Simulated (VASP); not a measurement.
Input of a VASP 6.6.1 run:

INCAR

```
SYSTEM = B7As7H20
PREC = Accurate
ENCUT = 520
EDIFF = 1E-6
ISMEAR = 0
SIGMA = 0.05
LREAL = Auto
LASPH = .True.
NELM = 100
ALGO = Normal
ISIF = 2
LWAVE = .False.
LCHARG = .False.
GGA = PE
NBANDS = 61
```

KPOINTS

```
regular mesh
0
Gamma
  1 1 1
  0 0 0
```

The input POSCAR:

```
B7As7H20
1.0
   15.1000000000      0.0000000000      0.0000000000
    0.0000000000     15.4000000000      0.0000000000
    0.0000000000      0.0000000000     15.7000000000
B As H
7 7 20
Direct
    0.3847838290      0.3870354861      0.3892007754
    0.3875009551      0.5469444222      0.5460507646
    0.7095373028      0.5468159963      0.5459167428
    0.5478803356      0.3896974277      0.5460570310
    0.5477468784      0.7054519686      0.5459120261
    0.5478858576      0.5469563228      0.3918102990
    0.5477426711      0.5468070196      0.7015224827
    0.4673486616      0.4679872050      0.3205604594
    0.4706613784      0.4712382803      0.6207499753
    0.4673482041      0.3170494666      0.4686009835
    0.4706622485      0.6230993914      0.4717939575
    0.3133971235      0.4679859981      0.4686002132
    0.6255419122      0.4712407510      0.4717954355
    0.6231107928      0.6207140567      0.6184086715
    0.3389310776      0.3420602231      0.3450709400
    0.4098813080      0.5176709543      0.2578859239
    0.5180194534      0.4116331017      0.2578888359
    0.4098166678      0.4115700923      0.6716695694
    0.3390469495      0.5907586489      0.5890248875
    0.7512162014      0.4970982516      0.5898754483
    0.7512134990      0.5916305693      0.4971452434
    0.4098773138      0.2531599931      0.5173327433
    0.5180174003      0.2531661549      0.4133150448
    0.4098206440      0.6750115225      0.4132578083
    0.5925675805      0.3421843570      0.5890281435
    0.4970447521      0.7463169392      0.5898724828
    0.5934539364      0.7463104118      0.4971397692
    0.2482463221      0.4116264602      0.5173291761
    0.2482500478      0.5176657278      0.4133121581
    0.6784875276      0.4115778852      0.4132617353
    0.5925708950      0.5907656253      0.3452018621
    0.4970399729      0.5916250995      0.7416020145
    0.5934516291      0.4970879413      0.7415980678
    0.6811625013      0.6776331209      0.6742391455
```

Potentials or basis: VASP PAW PBE potentials, release 64 (B, As, H).

The run is started by

```console
$ cat potpaw_PBE.64/B/POTCAR potpaw_PBE.64/As/POTCAR potpaw_PBE.64/H/POTCAR > POTCAR
$ mpirun -np 1 vasp_gam > vasp.out
```

Estimate the gap between the frontier levels.

3.92 eV.

What does it give for the largest force?

0.090 eV/Å.

Forces in eV/Å, atoms in the order of the input:
```
B   -0.006 -0.008 -0.007
B   -0.031  0.000  0.000
B    0.034 -0.004 -0.003
B    0.001 -0.031  0.001
B   -0.003  0.034 -0.003
B   -0.001  0.001 -0.031
B   -0.003 -0.002  0.034
As   0.004  0.008  0.076
As   0.039  0.040 -0.007
As   0.017  0.074  0.009
As   0.037 -0.008  0.033
As   0.076  0.013  0.015
As  -0.008  0.034  0.032
As  -0.042 -0.038 -0.041
H   -0.008 -0.008 -0.007
H   -0.050  0.044 -0.056
H    0.043 -0.050 -0.056
H   -0.052 -0.052  0.041
H   -0.005  0.010  0.010
H    0.004  0.000  0.005
H    0.004  0.005  0.000
H   -0.050 -0.056  0.044
H    0.044 -0.056 -0.050
H   -0.053  0.040 -0.052
H    0.009 -0.005  0.010
H    0.000  0.004  0.005
H    0.004  0.004  0.000
H   -0.056 -0.049  0.044
H   -0.057  0.044 -0.049
H    0.040 -0.052 -0.052
H    0.009  0.010 -0.005
H    0.000  0.005  0.004
H    0.005  0.000  0.004
H    0.052  0.052  0.052
```
